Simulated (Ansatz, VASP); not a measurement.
# Si: VASP beside Ansatz

```
Si
1.0
     3.83132    0.00000    0.00000
    -1.91566    3.31802    0.00000
     0.00000    0.00000    6.33262
Si
4
Direct
  0.66667 0.33333 0.93699
  0.33333 0.66667 0.43699
  0.66667 0.33333 0.56301
  0.33333 0.66667 0.06301
```

Alike in both runs: task single point; functional PBE; k mesh 8 × 8 × 4; occupations fermi-dirac, width 0.05 eV; no spin polarisation.

|  | VASP | Ansatz |
| --- | --- | --- |
| version | VASP 6.6.1 | Ansatz 0.2.0 |
| potentials or method | VASP PAW PBE potentials, release 64 (Si), cutoff 520 eV | all-electron LAPW, scalar-relativistic |

Ansatz gave:

```
gap on the k mesh at the Fermi level (eV) : 0.42
least direct gap on the mesh (eV)         : 1.03
pressure (GPa)                            : 1.4
rms of the force components (eV/Å)        : 0.004
```

Problem. What did VASP give for the same quantities?

Solution. gap on the k mesh at the Fermi level (eV): 0.42; least direct gap on the mesh (eV): 1.03; pressure (GPa): 1.4; rms of the force components (eV/Å): 0.005.

Atom by atom the forces differ by 0.000 eV/Å (rms over components). Ansatz ran all-electron here, and VASP with PAW potentials.
